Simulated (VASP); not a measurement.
# KI (P4/mmm) in VASP: notebook

The runs below take KI through single point, with r2SCAN, HSE06.

Program: VASP 6.6.1. These are calculated values, not measurements. Logs are shortened: lines on timing, memory, paths and dates and some standing lists are left out, and cuts for length are marked.

## Step 1: The cell of the first run

Symmetry: P4/mmm, No. 123, tetragonal system. The conventional cell has a = 4.452 Å, b = 4.452 Å, c = 4.268 Å, α = 90.00°, β = 90.00°, γ = 90.00°. Within 5.0 Å of K (site symmetry 4/mmm) lie 8 I at 3.80 Å and 6 K at 4.27 to 4.45 Å. Within 5.0 Å of I (site symmetry 4/mmm) lie 8 K at 3.80 Å and 6 I at 4.27 to 4.45 Å.

## Step 2: Single point, r2SCAN (epitaxial xy strain +3.8%)

Contents of POSCAR:

```
KI
1.0
    4.4518504101      0.0000000000      0.0000000000
    0.0000000000      4.4518504101      0.0000000000
    0.0000000000      0.0000000000      4.2679716329
K I
1 1
Direct
    0.0000000000      0.0000000000      0.0000000000
    0.5000000000      0.5000000000      0.5000000000
```

Contents of INCAR.step1:

```
SYSTEM = KI
ALGO = Normal ; EDIFF = 1E-5
ENCUT = 550 ; GGA = PE
GGA_COMPAT = .FALSE. ; ISMEAR = 0
LASPH = .TRUE. ; LCHARG = .FALSE.
LREAL = .FALSE. ; LWAVE = .TRUE.
NBANDS = 15 ; NELM = 120
PREC = Accurate ; SIGMA = 0.01
```

Contents of INCAR.step2:

```
SYSTEM = KI
ALGO = Normal ; EDIFF = 1E-6
ENCUT = 550 ; GGA_COMPAT = .FALSE.
ISIF = 2 ; ISMEAR = 0
ISTART = 1 ; LASPH = .TRUE.
LCHARG = .TRUE. ; LELF = .TRUE.
LMIXTAU = .TRUE. ; LREAL = .FALSE.
LVHAR = .TRUE. ; LWAVE = .FALSE.
METAGGA = R2SCAN ; NBANDS = 15
NELM = 120 ; PREC = Accurate
SIGMA = 0.01
```

Contents of KPOINTS:

```
k-points
0
G
  6 6 6
  0 0 0
```

Potentials or basis: VASP PAW PBE potentials, release 64 (K_sv, I).

Launch:

```console
cat potpaw_PBE.64/K_sv/POTCAR potpaw_PBE.64/I/POTCAR > POTCAR
cp INCAR.step1 INCAR
mpirun -np 1 vasp_std > vasp.out
cp INCAR.step2 INCAR
mpirun -np 1 vasp_std > vasp.out
```

OUTCAR:

```text
SYSTEM = KI
   EDIFF = 1E-6
   ENCUT = 550
   ISIF = 2
   ISMEAR = 0
   ISTART = 1
   LASPH = .TRUE.
   LREAL = .FALSE.
   METAGGA = R2SCAN
   NELM = 120
   PREC = Accurate

 ion  position               nearest neighbor table
   1  0.000  0.000  0.000-
   2  0.500  0.500  0.500-

  LATTYP: Found a simple tetragonal cell.
 ALAT       =     4.4518504101
 C/A-ratio  =     0.9586961016

  Lattice vectors:

 A1 = (   4.4518504101,   0.0000000000,   0.0000000000)
 A2 = (   0.0000000000,   4.4518504101,   0.0000000000)
 A3 = (   0.0000000000,   0.0000000000,   4.2679716329)

Analysis of symmetry for initial positions (statically):
=====================================================================
 Subroutine PRICEL returns:
 Original cell was already a primitive cell.

 Routine SETGRP: Setting up the symmetry group for a
 simple tetragonal supercell.

 Subroutine GETGRP returns: Found 16 space group operations
 (whereof 16 operations were pure point group operations)
 out of a pool of 16 trial point group operations.

The static configuration has the point symmetry D_4h.

Analysis of symmetry for dynamics (positions and initial velocities):
=====================================================================
 Subroutine PRICEL returns:
 Original cell was already a primitive cell.

 Routine SETGRP: Setting up the symmetry group for a
 simple tetragonal supercell.

 Subroutine GETGRP returns: Found 16 space group operations
 (whereof 16 operations were pure point group operations)
 out of a pool of 16 trial point group operations.

The dynamic configuration has the point symmetry D_4h.

 Subroutine INISYM returns: Found 16 space group operations
 (whereof 16 operations are pure point group operations),
 and found     1 'primitive' translations

----------------------------------------------------------------------------------------

                                     Primitive cell

  volume of cell :      84.5868

  direct lattice vectors                    reciprocal lattice vectors
     4.451850410  0.000000000  0.000000000     0.224625697  0.000000000  0.000000000
     0.000000000  4.451850410  0.000000000     0.000000000  0.224625697  0.000000000
     0.000000000  0.000000000  4.267971633     0.000000000  0.000000000  0.234303338

  length of vectors
     4.451850410  4.451850410  4.267971633     0.224625697  0.224625697  0.234303338

  position of ions in fractional coordinates (direct lattice)
     0.000000000  0.000000000  0.000000000
     0.500000000  0.500000000  0.500000000

  ion indices of the primitive-cell ions
   primitive index   ion index
                 1           1
                 2           2

----------------------------------------------------------------------------------------

 KPOINTS: k-points

Automatic generation of k-mesh.
 Grid dimensions read from file:
 generate k-points for:    6    6    6

 Generating k-lattice:

  Cartesian coordinates                     Fractional coordinates (reciprocal lattice)
     0.037437616  0.000000000  0.000000000     0.166666667  0.000000000  0.000000000
     0.000000000  0.037437616  0.000000000     0.000000000  0.166666667  0.000000000
     0.000000000  0.000000000  0.039050556     0.000000000  0.000000000  0.166666667

  Length of vectors
     0.037437616  0.037437616  0.039050556

  Shift w.r.t. Gamma in fractional coordinates (k-lattice)
     0.000000000  0.000000000  0.000000000

 Subroutine IBZKPT returns following result:
 ===========================================

 Found     40 irreducible k-points:

 Following reciprocal coordinates:
            Coordinates               Weight
  0.000000  0.000000  0.000000      1.000000
  0.166667  0.000000  0.000000      4.000000
  0.333333  0.000000  0.000000      4.000000
  0.500000  0.000000  0.000000      2.000000
  0.166667  0.166667  0.000000      4.000000
  0.333333  0.166667  0.000000      8.000000
[... 16 lines left out ...]
  0.333333  0.000000  0.333333      8.000000
  0.500000  0.000000  0.333333      4.000000
 [... further k-points ...]
   k-points           NKPTS =     40   k-points in BZ     NKDIM =     40   number of bands    NBANDS=     15
   number of dos      NEDOS =    301   number of ions     NIONS =      2
   total plane-waves  NPLWV =  46656
   dimension x,y,z NGX =    36 NGY =   36 NGZ =   36
   dimension x,y,z NGXF=    72 NGYF=   72 NGZF=   72
   ions per type =               1   1
   NGX,Y,Z   is equivalent  to a cutoff of  13.44, 13.44, 14.02 a.u.
   NGXF,Y,Z  is equivalent  to a cutoff of  26.89, 26.89, 28.05 a.u.
 SYSTEM =  KI
   PREC   = accura    normal or accurate (medium, high low for compatibility)
   ISTART =      1    job   : 0-new  1-cont  2-samecut
   ICHARG =      0    charge: 1-file 2-atom 10-const
   ISPIN  =      1    spin polarized calculation?
   LNONCOLLINEAR =      F non collinear calculations
   LSORBIT =      F    spin-orbit coupling
   LASPH  =      T    aspherical Exc in radial PAW
   ENCUT  =  550.0 eV  40.42 Ry    6.36 a.u.   8.51  8.51  8.16*2*pi/ulx,y,z
   NELM   =    120;   NELMIN=  2; NELMDL=  0     # of ELM steps
   EDIFF  = 0.1E-05   stopping-criterion for ELM
   LREAL  =      F    real-space projection
   EDIFFG = 0.1E-04   stopping-criterion for IOM
   NSW    =      0    number of steps for IOM
   IBRION =     -1    ionic relax: 0-MD 1-quasi-New 2-CG
   NFREE  =      0    steps in history (QN), initial steepest desc. (CG)
   ISIF   =      2    stress and relaxation
   ISYM   =      2    0-nonsym 1-usesym 2-fastsym
   POTIM  = 0.5000    time-step for ionic-motion
   TEBEG  =    0.0;   TEEND  =   0.0 temperature during run
   PSTRESS=    0.0 pullay stress
   NELECT =      16.0000    total number of electrons
   NUPDOWN=      -1.0000    fix difference up-down
   EMIN   =  10.00;   EMAX   =-10.00  energy-range for DOS
   EFERMI =   0.00;   METHOD = LEGACY
   ISMEAR =     0;   SIGMA  =   0.01  broadening in eV -4-tet -1-fermi 0-gaus
   EFERMI_NEDOS =   21; number of points for ismear=-14 and -15
   IALGO  =     38    algorithm
   IMIX   =      4    mixing-type and parameters
     AMIX     =   0.40;   BMIX     =  1.00
     AMIX_MAG =   1.60;   BMIX_MAG =  1.00
  volume/ion in A,a.u.               =      42.29       285.41
  Fermi-wavevector in a.u.,A,eV,Ry     =   0.939753  1.775877 12.015803  0.883137
  Thomas-Fermi vector in A             =   2.067097
   LORBIT       =      0    0 simple, 1 ext, 2 COOP (PROOUT), +10 PAW based schemes
   METAGGA = R2SCAN    functional components
   LHFCALC =     F    Hartree Fock is set to
   AEXX    =    0.0000 exact exchange contribution
   IVDW    =     0    specifies the selected vdW correction
   LEPSILON=     F    determine dielectric tensor
   LRPA    =     F    only Hartree local field effects (RPA)
 non-spin polarized calculation
 Gauss-broadening in eV      SIGMA  =   0.01
  energy-cutoff  :      550.00
  volume of cell :       84.59
 maximum number of plane-waves:      2504
 NGX is ok and might be reduce to    36
   NGX = 17   NGY = 17   NGZ = 17

 number of electron      15.9999998 magnetization

 Free energy of the ion-electron system (eV)
  ---------------------------------------------------
  ext. energy  EPLUGINS =         0.00000000
  ---------------------------------------------------
  free energy    TOTEN  =       -33.84149058 eV

  energy without entropy =      -33.84149058  energy(sigma->0) =      -33.84149058

 E-fermi :   0.4363     XC(G=0):  -7.7535

 val. band max:        0.3035048232   @ k =   0.5000   0.5000   0.0000
 cond. band min:       3.9861515568   @ k =   0.0000   0.0000   0.0000
 fundamental gap:      3.6826467336
 Fermi energy:         0.4362742389

 k-point     1 :       0.0000    0.0000    0.0000
  band No.  band energies     occupation
      1     -30.5094      2.00000
      2     -13.1919      2.00000
      3     -13.1872      2.00000
      4     -13.1872      2.00000
      5     -11.1657      2.00000
      6      -0.2702      2.00000
      7      -0.2702      2.00000
      8       0.0136      2.00000
      9       3.9862      0.00000
     10       5.4406      0.00000
     11       5.6510      0.00000
     12       8.9850      0.00000
     13       9.2697      0.00000
     14       9.2697      0.00000
     15      10.9403      0.00000

 k-point     2 :       0.1667    0.0000    0.0000
  band No.  band energies     occupation
      1     -30.5088      2.00000
      2     -13.2149      2.00000
      3     -13.1902      2.00000
      4     -13.1853      2.00000
      5     -11.1093      2.00000
      6      -0.7950      2.00000
      7      -0.2546      2.00000
      8       0.0314      2.00000
      9       4.5403      0.00000
     10       5.7879      0.00000
     11       6.0432      0.00000
     12       8.9192      0.00000
     13       9.2027      0.00000
     14       9.3755      0.00000
     15      10.1500      0.00000

 k-point     3 :       0.3333    0.0000    0.0000
  band No.  band energies     occupation
      1     -30.5074      2.00000
      2     -13.2679      2.00000
      3     -13.1868      2.00000
      4     -13.1814      2.00000
      5     -10.9958      2.00000
      6      -1.5844      2.00000
      7      -0.2232      2.00000
      8       0.0674      2.00000
      9       5.4800      0.00000
     10       6.3454      0.00000
     11       7.1702      0.00000
     12       8.7631      0.00000
     13       8.9244      0.00000
     14       9.2125      0.00000
     15       9.6258      0.00000
[... 343 lines left out ...]
 k-point    23 :       0.3333    0.0000    0.3333
  band No.  band energies     occupation
      1     -30.5041      2.00000
      2     -13.2647      2.00000
      3     -13.2314      2.00000
      4     -13.1746      2.00000
      5     -10.8860      2.00000
      6      -1.3262      2.00000
      7      -1.1634      2.00000
      8      -0.0396      2.00000
      9       5.5267      0.00000
     10       6.2573      0.00000
     11       7.7819      0.00000
     12       8.2600      0.00000
     13       8.3384      0.00000
     14       8.6395      0.00000
     15      10.0621      0.00000

 k-point    24 :       0.5000    0.0000    0.3333
  band No.  band energies     occupation
      1     -30.5035      2.00000
      2     -13.2530      2.00000
      3     -13.2515      2.00000
      4     -13.1730      2.00000
      5     -10.8607      2.00000
      6      -1.5117      2.00000
      7      -1.1510      2.00000
      8       0.0090      2.00000
      9       5.1896      0.00000
     10       6.4052      0.00000
     11       7.6674      0.00000
     12       7.9029      0.00000
     13       8.3683      0.00000
     14       9.3736      0.00000
     15      10.0855      0.00000

 [... further k-points ...]

------------------------ aborting loop because EDIFF is reached ----------------------------------------

  FORCE on cell =-STRESS in cart. coord.  units (eV):
  Direction    XX          YY          ZZ          XY          YZ          ZX
  --------------------------------------------------------------------------------------
  -------------------------------------------------------------------------------------
  Total       -0.6513059     -0.6513059      0.0070226      0.0000000      0.0000000     -0.0000000
  in kB      -12.3365280    -12.3365280      0.1330175      0.0000000      0.0000000     -0.0000000
  external PRESSURE =      -8.1800128 kB  Pullay stress =       0.0000000 kB

 VOLUME and BASIS-vectors are now :
 -----------------------------------------------------------------------------
  energy-cutoff  :      550.00
  volume of cell :       84.59
      direct lattice vectors                 reciprocal lattice vectors
     4.451850410  0.000000000  0.000000000     0.224625697  0.000000000  0.000000000
     0.000000000  4.451850410  0.000000000     0.000000000  0.224625697  0.000000000
     0.000000000  0.000000000  4.267971633     0.000000000  0.000000000  0.234303338

 POSITION                                       TOTAL-FORCE (eV/Angst)
 -----------------------------------------------------------------------------------
      0.00000      0.00000      0.00000         0.000000      0.000000      0.000000
      2.22593      2.22593      2.13399         0.000000      0.000000      0.000000
 -----------------------------------------------------------------------------------
    total drift:                                0.000000      0.000000      0.000000

  FREE ENERGIE OF THE ION-ELECTRON SYSTEM (eV)
  ---------------------------------------------------
  free  energy   TOTEN  =       -33.8414905829 eV

  energy  without entropy=      -33.8414905829  energy(sigma->0) =      -33.84149058
```

Wall time 4.5 min (1 thread of Intel Xeon 8259CL, shared host); peak memory 0.25 GiB.

Results:

```
Free energy            : -33.8415 eV
Pressure               : -0.8 GPa
Band gap on the k mesh : 3.68 eV (least direct gap 3.97 eV)
```

Stress tensor (GPa, compression positive):
```
-1.23  0.00  0.00
 0.00 -1.23  0.00
 0.00  0.00  0.01
```

Levels at points of the mesh, in eV from the valence-band top:
| k point | band 5 | band 6 | band 7 | band 8 | band 9 | band 10 | band 11 | band 12 |
| --- | --- | --- | --- | --- | --- | --- | --- | --- |
| (0.00, 0.00, 0.00) | -11.47 | -0.57 | -0.57 | -0.29 | 3.68 | 5.14 | 5.35 | 8.68 |
| (0.50, 0.00, 0.00) | -11.24 | -2.21 | -0.51 | -0.22 | 5.80 | 6.55 | 7.26 | 7.57 |
| (0.50, 0.50, 0.00) | -11.19 | -1.74 | -1.74 | 0.00 | 4.27 | 6.39 | 7.52 | 7.52 |
| (0.00, 0.00, 0.50) | -11.19 | -2.23 | -0.45 | -0.45 | 5.77 | 6.65 | 7.35 | 7.50 |
| (0.50, 0.00, 0.50) | -11.14 | -1.78 | -1.66 | -0.22 | 4.38 | 6.08 | 7.13 | 7.21 |
| (0.50, 0.50, 0.50) | -11.00 | -1.71 | -1.61 | -1.61 | 5.92 | 5.92 | 5.99 | 9.12 |

Caveat: the cell differs from its parent crystal (epitaxial xy strain +3.8%); the PAW data sets were made with another functional, which shifts forces and pressure a little; spin-orbit coupling is left out, which moves the levels of the heavy elements. A k mesh can miss the band edges.

## Step 3: Single point, HSE06 (uniaxial x strain -1.5%)

Contents of POSCAR:

```
KI
1.0
    4.2278633341      0.0000000000      0.0000000000
    0.0000000000      4.2909401544      0.0000000000
    0.0000000000      0.0000000000      4.2909401544
K I
1 1
Direct
    0.0000000000      0.0000000000      0.0000000000
    0.5000000000      0.5000000000      0.5000000000
```

Contents of INCAR.step1:

```
PREC = Accurate
ENCUT = 400
EDIFF = 1E-5
ISMEAR = 0
SIGMA = 0.01
LREAL = F
LASPH = T
NELM = 120
ALGO = Normal
ISIF = 2
LWAVE = T
GGA = PE
NBANDS = 15
GGA_COMPAT = F
```

Contents of INCAR.step2:

```
PREC = Accurate
ENCUT = 400
EDIFF = 1E-6
ISMEAR = 0
SIGMA = 0.01
LREAL = F
LASPH = T
NELM = 120
ALGO = Normal
ISIF = 2
LWAVE = F
LCHARG = T
GGA = PE
LHFCALC = T
HFSCREEN = 0.2079
PRECFOCK = Normal
LELF = T
LVHAR = T
ISTART = 1
NBANDS = 15
GGA_COMPAT = F
```

Contents of KPOINTS:

```
regular mesh
0
Gamma
  4 4 4
```

Potentials or basis: VASP PAW PBE potentials, release 64 (K_sv, I).

Launch:

```console
cat potpaw_PBE.64/K_sv/POTCAR potpaw_PBE.64/I/POTCAR > POTCAR
cp INCAR.step1 INCAR
mpirun -np 1 vasp_std > vasp.out
cp INCAR.step2 INCAR
mpirun -np 1 vasp_std > vasp.out
```

Wall time 19 min (1 thread of Intel Xeon 8259CL, shared host); peak memory 0.28 GiB.

Results (log left out):

* Free energy: -6.2509 eV
* Pressure: 0.5 GPa
* Band gap on the k mesh: 4.28 eV (least direct gap 4.66 eV)

Stress tensor (GPa, compression positive):
```
0.86 0.00 0.00
0.00 0.37 0.00
0.00 0.00 0.37
```

Levels at points of the mesh, in eV from the valence-band top:
| k point | band 4 | band 5 | band 6 | band 7 | band 8 | band 9 | band 10 | band 11 | band 12 | band 13 |
| --- | --- | --- | --- | --- | --- | --- | --- | --- | --- | --- |
| (0.00, 0.00, 0.00) | -13.92 | -12.21 | -0.49 | -0.49 | -0.38 | 4.28 | 5.66 | 5.74 | 9.70 | 9.82 |
| (0.50, 0.00, 0.00) | -13.91 | -11.83 | -2.57 | -0.39 | -0.39 | 6.45 | 7.34 | 7.99 | 8.27 | 9.74 |
| (0.00, 0.50, 0.00) | -13.91 | -11.85 | -2.56 | -0.41 | -0.30 | 6.47 | 7.31 | 8.00 | 8.23 | 9.73 |
| (0.50, 0.50, 0.00) | -13.90 | -11.79 | -1.98 | -1.92 | -0.08 | 4.82 | 6.71 | 7.90 | 7.92 | 10.18 |
| (0.00, 0.50, 0.50) | -13.90 | -11.81 | -1.95 | -1.95 | 0.00 | 4.79 | 6.83 | 8.05 | 8.05 | 10.26 |
| (0.50, 0.50, 0.50) | -13.98 | -11.59 | -1.91 | -1.87 | -1.87 | 6.54 | 6.54 | 6.57 | 10.29 | 10.29 |

Caveat: the cell differs from its parent crystal (uniaxial x strain -1.5%); the PAW data sets were made with another functional, which shifts forces and pressure a little; spin-orbit coupling is left out, which moves the levels of the heavy elements. A k mesh can miss the band edges.
